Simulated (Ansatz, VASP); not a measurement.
CuF: VASP beside Ansatz

```xyz
2
Lattice="2.7385 0.0000 0.0000 0.0000 2.7385 0.0000 0.0000 0.0000 2.7385" Properties=species:S:1:pos:R:3 pbc="T T T"
Cu    0.0000    0.0000    0.0000
F     1.3692    1.3692    1.3692
```

Alike in both runs: task single point; functional HSE06; k mesh 6 × 6 × 6; occupations fermi-dirac, width 0.02 eV; no spin polarisation.

|  | VASP | Ansatz |
| --- | --- | --- |
| version | VASP 6.6.1 | Ansatz 0.2.0 |
| potentials or method | VASP PAW PBE potentials, release 64 (Cu, F) | plane waves, PAW |
| plane-wave cutoff (eV) | 520 | 420 |
| valence electrons in the cell | 18 | 26 |

Ansatz gave:

```
pressure (GPa) : 3.0
```

Task: Estimate VASP's values.

Result: Pressure (GPa): 2.8.

With one functional, cell and mesh, what is left measures potentials, basis and numerics. VASP's potentials hold 18 valence electrons a cell and Ansatz's 26, so a difference there can come from the potentials and not from the codes. Ansatz's warnings: stress exchange threshold loose, stress scf threshold loose.

The k mesh is coarse, so the values compare programs but aren't converged.
